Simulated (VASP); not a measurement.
A run of VASP 6.6.1:

Contents of INCAR:

```
PREC     = Accurate       # precision mode
ENCUT    = 520            # plane-wave cutoff, eV
EDIFF    = 1E-6           # SCF threshold, eV
ISMEAR   = -1             # smearing method
SIGMA    = 0.05           # smearing width, eV
LREAL    = F              # projectors in reciprocal space
LASPH    = T              # aspherical terms in the spheres
NELM     = 60             # most SCF steps
ALGO     = Fast           # electronic algorithm
ISIF     = 2              # what is computed and relaxed
LWAVE    = F              # write WAVECAR
LCHARG   = T              # write CHGCAR
GGA      = PS             # functional
LELF     = T              # ELF
LVHAR    = T            
NBANDS   = 15             # bands
```

File KPOINTS:

```
Automatic mesh
0
Gamma
  11 11 6
```

File POSCAR:

```
Os
1.0
    2.6782863798      0.0000000000      0.0000000000
   -1.3391431899      2.3194640436      0.0000000000
    0.0000000000      0.0000000000      4.2315181138
Os
2
Direct
    0.6666666667      0.3333333333      0.7500000000
    0.3333333333      0.6666666667      0.2500000000
```

Potentials or basis: VASP PAW PBE potentials, release 64 (Os).

The run is started by

```console
$ cat potpaw_PBE.64/Os/POTCAR > POTCAR
$ mpirun -np 1 vasp_std > vasp.out
```

Hardware: 1 thread of Intel(R) Xeon(R) Platinum 8259CL CPU @ 2.50GHz (Skylake/Cascade Lake), with other jobs on the host.

Question: How long does it take, and how much memory?

Answer: It took 21 s on 1 thread of Intel(R) Xeon(R) Platinum 8259CL CPU @ 2.50GHz (Skylake/Cascade Lake) (shared host), peak memory 0.15 GiB. Counts: scf iterations 14, k points 64.
